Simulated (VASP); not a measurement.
Input of a VASP 6.6.1 run:

File INCAR:

```
ALGO = Normal
EDIFF = 1E-6
ENCUT = 520
GGA = PE
ISIF = 2
ISMEAR = -1
LASPH = T
LCHARG = T
LELF = T
LREAL = F
LVHAR = T
LWAVE = F
NBANDS = 12
NELM = 80
PREC = Accurate
SIGMA = 0.02
```

File KPOINTS:

```
k-points
0
Gamma
  8 8 8
```

File POSCAR:

```
LiCl
1.0
    0.0000000000      2.6856280681      2.6856280681
    2.6856280681      0.0000000000      2.6856280681
    2.6856280681      2.6856280681      0.0000000000
Li Cl
1 1
Direct
    0.0000000000      0.0000000000      0.0000000000
    0.5000000000      0.5000000000      0.5000000000
```

Potentials or basis: VASP PAW PBE potentials, release 64 (Li_sv, Cl).

The run is started by

```sh
$ cat potpaw_PBE.64/Li_sv/POTCAR potpaw_PBE.64/Cl/POTCAR > POTCAR
$ mpirun -np 1 vasp_std > vasp.out
```

Question: Estimate the band gap on the k mesh.

Answer: 5.62 eV, direct.

Caveat: the cell differs from its parent crystal (strain +5.1%). A k mesh can miss the band edges.
